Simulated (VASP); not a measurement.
Wanted: the native input for a VASP 6.6.1 run.

* Task: single point
* Functional: PBE
* Potentials or basis: VASP PAW PBE potentials, release 64 (La, Na_pv)
* Cutoff: 520 eV
* k mesh: 5 × 5 × 5
* Occupations: fermi-dirac, width 0.05 eV
* Spin: no spin polarisation
* Dipole correction: no
* Further INCAR settings: ALGO = Normal; EDIFF = 1e-06; NBANDS = 28

The structure of NaLa3 lies in POSCAR:

```
NaLa3
1.0
    5.2210088431      0.0000000000      0.0000000000
    0.0000000000      5.2210088431      0.0000000000
    0.0000000000      0.0000000000      5.2210088431
La Na
3 1
Direct
    0.5000000000      0.5000000000      0.0000000000
    0.0000000000      0.5000000000      0.5000000000
    0.5000000000      0.0000000000      0.5000000000
    0.0000000000      0.0000000000      0.0000000000
```

These files were run (other wordings do the same):

INCAR

```
PREC = Accurate
ENCUT = 520
EDIFF = 1E-6
ISMEAR = -1
SIGMA = 0.05
LREAL = False
LASPH = True
NELM = 100
ALGO = Normal
ISIF = 2
LWAVE = False
LCHARG = False
GGA = PE
NBANDS = 28
```

KPOINTS

```
regular mesh
0
Gamma
  5 5 5
```

Potentials or basis: VASP PAW PBE potentials, release 64 (La, Na_pv).

Command:

```sh
$ cat potpaw_PBE.64/La/POTCAR potpaw_PBE.64/Na_pv/POTCAR > POTCAR
$ mpirun -np 1 vasp_std > vasp.out
```

Results of the run:

```json
{
  "Pressure": "0.8 GPa",
  "Band gap on the k mesh": "zero (bands 20 and 21 overlap by 1.41 eV)"
}
```

Caveat: spin-orbit coupling is left out, which moves the levels of the heavy elements.

It took 51 s on 1 thread of Intel(R) Xeon(R) Platinum 8259CL CPU @ 2.50GHz (Skylake/Cascade Lake), with other jobs on the host, peak memory 0.26 GiB.
